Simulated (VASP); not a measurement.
I2, 2 atoms in the cell. The cell holds a molecule in a box, 2 atoms: a = 13.000 Å, b = 13.300 Å, c = 13.600 Å, α = 90.00°, β = 90.00°, γ = 90.00°. 

* Program: VASP 6.6.1
* Task: relaxation of the atoms
* Functional: PBEsol
* Potentials or basis: VASP PAW PBE potentials, release 64 (I)
* Cutoff: 520 eV
* k mesh: 1 × 1 × 1
* Occupations: gaussian, width 0.01 eV
* Spin: no spin polarisation
* Dipole correction: no
* Further INCAR settings: ALGO = Normal; EDIFF = 1e-06; IBRION = 2; EDIFFG = -0.005; NSW = 60

Potentials or basis: VASP PAW PBE potentials, release 64 (I).

Launch:

```sh
$ cat potpaw_PBE.64/I/POTCAR > POTCAR
$ mpirun -np 1 vasp_gam > vasp.out
```

Hardware: 1 thread of AMD EPYC 7R13 (shared host).

Estimate the wall time of this run.

Run time: 7.4 min on 1 thread of AMD EPYC 7R13, with other jobs on the host, peak memory 1.4 GiB. Counts: scf iterations 35, k points 1, ion steps 3.
